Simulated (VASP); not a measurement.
# Li3CuAu2 (P3m1) in VASP: further runs

Li3CuAu2 is run at these levels: PBE; tasks: single point, relaxation of cell and atoms.

Everything below comes from runs of VASP 6.6.1. Logs are shortened: lines on timing, memory, paths and dates and some standing lists are left out, and cuts for length are marked.

## Step 1: The cell of the first run

It takes space group P3m1 (No. 156, trigonal). Conventional cell: a = 2.617 Å, b = 2.617 Å, c = 12.125 Å, α = 90.00°, β = 90.00°, γ = 120.00°. Li (site symmetry 3m) has 6 Au at 2.52 Å and 6 Li at 2.62 Å within 3.3 Å. Li (site symmetry 3m) has 3 Au at 2.52 Å and 9 Li at 2.61 to 2.62 Å within 3.3 Å. Li (site symmetry 3m) has 3 Cu at 2.52 Å and 9 Li at 2.61 to 2.62 Å within 3.3 Å. Cu (site symmetry 3m) has 3 Au at 2.43 Å and 3 Li at 2.52 Å and 6 Cu at 2.62 Å within 3.2 Å. Au (site symmetry 3m) has 3 Cu at 2.43 Å and 3 Li at 2.52 Å and 6 Au at 2.62 Å within 3.2 Å. Within 3.3 Å of Au (site symmetry 3m) lie 6 Li at 2.52 Å and 6 Au at 2.62 Å.

The cell was generated, and may not be a known phase.

## Step 2: Single point, PBE

The input, INCAR:

```
  ALGO = Normal
  EDIFF = 1E-7
  ENCUT = 520
  GGA = PE
  ISIF = 2
  ISMEAR = 0
  LASPH = T
  LCHARG = F
  LREAL = F
  LWAVE = F
  NBANDS = 30
  NELM = 60
  PREC = Accurate
  SIGMA = 0.1
```

The input, KPOINTS:

```
k-points
0
Gamma
  6 6 2
```

The input, POSCAR:

```
Li3CuAu2
1.0
    2.6166865400      0.0000000000      0.0000000000
   -1.3083432700      2.2661170200      0.0000000000
    0.0000000000      0.0000000000     12.1250583600
Li Cu Au
3 1 2
Direct
    0.0000000000      0.0000000000      0.3241818400
    0.0000000000      0.0000000000      0.6575749400
    0.3333333300      0.6666666700      0.8333034500
    0.0000000000      0.0000000000      0.0000000000
    0.3333333300      0.6666666700      0.1574852900
    0.3333333300      0.6666666700      0.4908783900
```

Potentials or basis: VASP PAW PBE potentials, release 64 (Li_sv, Cu, Au).

On the command line:

```
cat potpaw_PBE.64/Li_sv/POTCAR potpaw_PBE.64/Cu/POTCAR potpaw_PBE.64/Au/POTCAR > POTCAR
mpirun -np 1 vasp_std > vasp.out
```

OUTCAR:

```text
EDIFF = 1E-7
   ENCUT = 520
   GGA = PE
   ISIF = 2
   ISMEAR = 0
   LASPH = T
   LREAL = F
   NELM = 60
   PREC = Accurate

 ion  position               nearest neighbor table
   1  0.000  0.000  0.324-   6 2.52   5 2.52   6 2.52   5 2.52   6 2.52   5 2.52
   2  0.000  0.000  0.658-   6 2.52   6 2.52   6 2.52
   3  0.333  0.667  0.833-   4 2.52   4 2.52   4 2.52
   4  0.000  0.000  0.000-   5 2.43   5 2.43   5 2.43   3 2.52   3 2.52   3 2.52
   5  0.333  0.667  0.157-   4 2.43   4 2.43   4 2.43   1 2.52   1 2.52   1 2.52
   6  0.333  0.667  0.491-   1 2.52   2 2.52   1 2.52   2 2.52   1 2.52   2 2.52

  LATTYP: Found a hexagonal cell.
 ALAT       =     2.6166865400
 C/A-ratio  =     4.6337450721

  Lattice vectors:

 A1 = (   2.6166865400,   0.0000000000,   0.0000000000)
 A2 = (  -1.3083432700,   2.2661170200,   0.0000000000)
 A3 = (   0.0000000000,   0.0000000000,  12.1250583600)

Analysis of symmetry for initial positions (statically):
=====================================================================
 Subroutine PRICEL returns:
 Original cell was already a primitive cell.

 Routine SETGRP: Setting up the symmetry group for a
 hexagonal supercell.

 Subroutine GETGRP returns: Found  6 space group operations
 (whereof  6 operations were pure point group operations)
 out of a pool of 24 trial point group operations.

The static configuration has the point symmetry C_3v.

Analysis of symmetry for dynamics (positions and initial velocities):
=====================================================================
 Subroutine PRICEL returns:
 Original cell was already a primitive cell.

 Routine SETGRP: Setting up the symmetry group for a
 hexagonal supercell.

 Subroutine GETGRP returns: Found  6 space group operations
 (whereof  6 operations were pure point group operations)
 out of a pool of 24 trial point group operations.

The dynamic configuration has the point symmetry C_3v.

 Subroutine INISYM returns: Found  6 space group operations
 (whereof  6 operations are pure point group operations),
 and found     1 'primitive' translations

----------------------------------------------------------------------------------------

                                     Primitive cell

  volume of cell :      71.8982

  direct lattice vectors                    reciprocal lattice vectors
     2.616686540  0.000000000  0.000000000     0.382162703  0.220641739  0.000000000
    -1.308343270  2.266117020  0.000000000     0.000000000  0.441283478  0.000000000
     0.000000000  0.000000000 12.125058360     0.000000000  0.000000000  0.082473830

  length of vectors
     2.616686540  2.616686542 12.125058360     0.441283478  0.441283478  0.082473830

  position of ions in fractional coordinates (direct lattice)
     0.000000000  0.000000000  0.324181840
     0.000000000  0.000000000  0.657574940
     0.333333330  0.666666670  0.833303450
     0.000000000  0.000000000  0.000000000
     0.333333330  0.666666670  0.157485290
     0.333333330  0.666666670  0.490878390

  ion indices of the primitive-cell ions
   primitive index   ion index
                 1           1
                 2           2
                 3           3
                 4           4
                 5           5
                 6           6

----------------------------------------------------------------------------------------

 KPOINTS: k-points

Automatic generation of k-mesh.
 Grid dimensions read from file:
 generate k-points for:    6    6    2

 Generating k-lattice:

  Cartesian coordinates                     Fractional coordinates (reciprocal lattice)
     0.063693784  0.036773623  0.000000000     0.166666667 -0.000000000  0.000000000
     0.000000000  0.073547246  0.000000000     0.000000000  0.166666667  0.000000000
     0.000000000  0.000000000  0.041236915     0.000000000  0.000000000  0.500000000

  Length of vectors
     0.073547246  0.073547246  0.041236915

  Shift w.r.t. Gamma in fractional coordinates (k-lattice)
     0.000000000  0.000000000  0.000000000

 Subroutine IBZKPT returns following result:
 ===========================================

 Found     14 irreducible k-points:

 Following reciprocal coordinates:
            Coordinates               Weight
  0.000000  0.000000  0.000000      1.000000
  0.166667  0.000000  0.000000      6.000000
  0.333333 -0.000000  0.000000      6.000000
  0.500000  0.000000  0.000000      3.000000
  0.166667  0.166667  0.000000      6.000000
  0.333333  0.166667  0.000000     12.000000
  0.333333  0.333333  0.000000      2.000000
  0.000000  0.000000  0.500000      1.000000
  0.166667  0.000000  0.500000      6.000000
  0.333333 -0.000000  0.500000      6.000000
  0.500000  0.000000  0.500000      3.000000
  0.166667  0.166667  0.500000      6.000000
  0.333333  0.166667  0.500000     12.000000
  0.333333  0.333333  0.500000      2.000000
   k-points           NKPTS =     14   k-points in BZ     NKDIM =     14   number of bands    NBANDS=     30
   number of dos      NEDOS =    301   number of ions     NIONS =      6
   total plane-waves  NPLWV =  36000
   dimension x,y,z NGX =    20 NGY =   20 NGZ =   90
   dimension x,y,z NGXF=    40 NGYF=   40 NGZF=  180
   ions per type =               3   1   2
   NGX,Y,Z   is equivalent  to a cutoff of  12.71, 12.71, 12.34 a.u.
   NGXF,Y,Z  is equivalent  to a cutoff of  25.41, 25.41, 24.68 a.u.
 SYSTEM =  unknown system
   PREC   = accura    normal or accurate (medium, high low for compatibility)
   ISTART =      0    job   : 0-new  1-cont  2-samecut
   ICHARG =      2    charge: 1-file 2-atom 10-const
   ISPIN  =      1    spin polarized calculation?
   LNONCOLLINEAR =      F non collinear calculations
   LSORBIT =      F    spin-orbit coupling
   LASPH  =      T    aspherical Exc in radial PAW
   ENCUT  =  520.0 eV  38.22 Ry    6.18 a.u.   4.87  4.87 22.54*2*pi/ulx,y,z
   NELM   =     60;   NELMIN=  2; NELMDL= -5     # of ELM steps
   EDIFF  = 0.1E-06   stopping-criterion for ELM
   LREAL  =      F    real-space projection
   EDIFFG = 0.1E-05   stopping-criterion for IOM
   NSW    =      0    number of steps for IOM
   IBRION =     -1    ionic relax: 0-MD 1-quasi-New 2-CG
   NFREE  =      0    steps in history (QN), initial steepest desc. (CG)
   ISIF   =      2    stress and relaxation
   ISYM   =      2    0-nonsym 1-usesym 2-fastsym
   POTIM  = 0.5000    time-step for ionic-motion
   TEBEG  =    0.0;   TEEND  =   0.0 temperature during run
   PSTRESS=    0.0 pullay stress
   NELECT =      42.0000    total number of electrons
   NUPDOWN=      -1.0000    fix difference up-down
   EMIN   =  10.00;   EMAX   =-10.00  energy-range for DOS
   EFERMI =   0.00;   METHOD = LEGACY
   ISMEAR =     0;   SIGMA  =   0.10  broadening in eV -4-tet -1-fermi 0-gaus
   EFERMI_NEDOS =   21; number of points for ismear=-14 and -15
   IALGO  =     38    algorithm
   IMIX   =      4    mixing-type and parameters
     AMIX     =   0.40;   BMIX     =  1.00
     AMIX_MAG =   1.60;   BMIX_MAG =  1.00
  volume/ion in A,a.u.               =      11.98        80.87
  Fermi-wavevector in a.u.,A,eV,Ry     =   1.368523  2.586133 25.481727  1.872854
  Thomas-Fermi vector in A             =   2.494479
   LORBIT       =      0    0 simple, 1 ext, 2 COOP (PROOUT), +10 PAW based schemes
   GGA     = PE    functional components
   LHFCALC =     F    Hartree Fock is set to
   AEXX    =    0.0000 exact exchange contribution
   IVDW    =     0    specifies the selected vdW correction
   LEPSILON=     F    determine dielectric tensor
   LRPA    =     F    only Hartree local field effects (RPA)
 non-spin polarized calculation
 Gauss-broadening in eV      SIGMA  =   0.10
  energy-cutoff  :      520.00
  volume of cell :       71.90
 maximum number of plane-waves:      1971
 NGX is ok and might be reduce to    20
   NGX =  9   NGY =  9   NGZ = 45

 number of electron      41.9999977 magnetization

 Free energy of the ion-electron system (eV)
  ---------------------------------------------------
  ext. energy  EPLUGINS =         0.00000000
  ---------------------------------------------------
  free energy    TOTEN  =       -14.43767011 eV

  energy without entropy =      -14.41750237  energy(sigma->0) =      -14.42758624

 E-fermi :   7.8910     XC(G=0): -11.3943

 val. band max:        7.8141861167   @ k =   0.3333   0.1667   0.5000
 cond. band min:       7.9010727210   @ k =   0.1667   0.0000   0.5000
 fundamental gap:      0.0868866043
 Fermi energy:         7.8910233585

 k-point     1 :       0.0000    0.0000    0.0000
  band No.  band energies     occupation
      1     -38.3052      2.00000
      2     -37.9818      2.00000
      3     -37.7412      2.00000
      4      -3.3205      2.00000
      5      -2.7797      2.00000
      6      -0.2206      2.00000
[... 22 lines left out ...]
     29      22.8818      0.00000
     30      24.3548      0.00000

 k-point     2 :       0.1667    0.0000    0.0000
  band No.  band energies     occupation
      1     -38.2876      2.00000
      2     -37.9638      2.00000
      3     -37.7249      2.00000
      4      -2.2403      2.00000
      5      -1.6578      2.00000
      6       0.2687      2.00000
[... 22 lines left out ...]
     29      21.5707      0.00000
     30      22.0438      0.00000

 k-point     3 :       0.3333   -0.0000    0.0000
  band No.  band energies     occupation
      1     -38.2522      2.00000
      2     -37.9278      2.00000
      3     -37.6922      2.00000
      4      -1.1864      2.00000
      5      -0.8961      2.00000
      6       0.2223      2.00000
[... 22 lines left out ...]
     29      18.0483      0.00000
     30      18.3791      0.00000

 k-point     4 :       0.5000    0.0000    0.0000
  band No.  band energies     occupation
      1     -38.2344      2.00000
      2     -37.9098      2.00000
      3     -37.6758      2.00000
      4      -1.4564      2.00000
      5      -1.2331      2.00000
      6      -0.2158      2.00000
[... 22 lines left out ...]
     29      15.8455      0.00000
     30      16.5667      0.00000

 k-point     5 :       0.1667    0.1667    0.0000
  band No.  band energies     occupation
      1     -38.2610      2.00000
      2     -37.9368      2.00000
      3     -37.7004      2.00000
      4      -0.5708      2.00000
      5       0.1095      2.00000
      6       0.4962      2.00000
[... 22 lines left out ...]
     29      18.6356      0.00000
     30      19.1119      0.00000
[... 196 lines left out ...]
     29      16.0308      0.00000
     30      16.3908      0.00000

 k-point    12 :       0.1667    0.1667    0.5000
  band No.  band energies     occupation
      1     -38.2610      2.00000
      2     -37.9368      2.00000
      3     -37.7004      2.00000
      4      -0.5707      2.00000
      5       0.1094      2.00000
      6       0.4962      2.00000
[... 22 lines left out ...]
     29      18.2962      0.00000
     30      19.1031      0.00000

 k-point    13 :       0.3333    0.1667    0.5000
  band No.  band energies     occupation
      1     -38.2344      2.00000
      2     -37.9099      2.00000
      3     -37.6758      2.00000
      4      -0.4483      2.00000
      5      -0.1866      2.00000
      6       0.1507      2.00000
[... 22 lines left out ...]
     29      16.0440      0.00000
     30      16.6884      0.00000

 k-point    14 :       0.3333    0.3333    0.5000
  band No.  band energies     occupation
      1     -38.2257      2.00000
      2     -37.9009      2.00000
      3     -37.6677      2.00000
      4       0.7304      2.00000
      5       0.7434      2.00000
      6       1.3596      2.00000
[... 22 lines left out ...]
     29      13.6219      0.00000
     30      15.8313      0.00000

------------------------ aborting loop because EDIFF is reached ----------------------------------------

  FORCE on cell =-STRESS in cart. coord.  units (eV):
  Direction    XX          YY          ZZ          XY          YZ          ZX
  --------------------------------------------------------------------------------------
  -------------------------------------------------------------------------------------
  Total       19.8717997     19.8717997     14.9275905      0.0000000      0.0000000      0.0000000
  in kB      442.8227374    442.8227384    332.6460906      0.0000000      0.0000000      0.0000000
  external PRESSURE =     406.0971888 kB  Pullay stress =       0.0000000 kB

 VOLUME and BASIS-vectors are now :
 -----------------------------------------------------------------------------
  energy-cutoff  :      520.00
  volume of cell :       71.90
      direct lattice vectors                 reciprocal lattice vectors
     2.616686540  0.000000000  0.000000000     0.382162703  0.220641739  0.000000000
    -1.308343270  2.266117020  0.000000000     0.000000000  0.441283478  0.000000000
     0.000000000  0.000000000 12.125058360     0.000000000  0.000000000  0.082473830

 POSITION                                       TOTAL-FORCE (eV/Angst)
 -----------------------------------------------------------------------------------
      0.00000      0.00000      3.93072         0.000000     -0.000000     -0.121194
      0.00000      0.00000      7.97313         0.000000     -0.000000      0.417824
     -0.00000      1.51074     10.10385        -0.000000      0.000000      0.317803
      0.00000      0.00000      0.00000         0.000000     -0.000000     -3.411232
     -0.00000      1.51074      1.90952        -0.000000     -0.000000      2.810964
     -0.00000      1.51074      5.95193         0.000000      0.000000     -0.014166
 -----------------------------------------------------------------------------------
    total drift:                                0.000015     -0.000007     -0.000596

  FREE ENERGIE OF THE ION-ELECTRON SYSTEM (eV)
  ---------------------------------------------------
  free  energy   TOTEN  =       -14.4376701084 eV

  energy  without entropy=      -14.4175023706  energy(sigma->0) =      -14.42758624
```

It took 49 s on 1 thread of Intel Xeon Platinum 8259CL at 2.50GHz (Skylake/Cascade Lake), shared host; peak memory 0.19 GiB.

Results:

```yaml
Free_energy: -14.4377 eV
Largest_force: 3.411 eV/Å
Band_gap_on_the_k_mesh: zero (bands 21 and 22 overlap by 4.42 eV)
```

Forces in eV/Å, atoms in the order of the input:
```
Li   0.000  0.000 -0.121
Li   0.000  0.000  0.418
Li   0.000  0.000  0.318
Cu   0.000  0.000 -3.411
Au   0.000  0.000  2.811
Au   0.000  0.000 -0.014
```

Caveat: the k points lie up to 0.46 Å⁻¹ apart, too coarse for converged energies and pressures of a metal; the cutoff is under 1.25 times the usual one of these potentials, so pressure, stress and relaxed cells hold a basis-set (Pulay) error; spin-orbit coupling is left out, which moves the levels of the heavy elements; forces of over 1 eV/Å act on the atoms, so gaps and moduli don't describe the material at rest.

(Part 1 of 2 ends here.)

The gap in the log of VASP goes by the Fermi energy; the results here count the filled bands.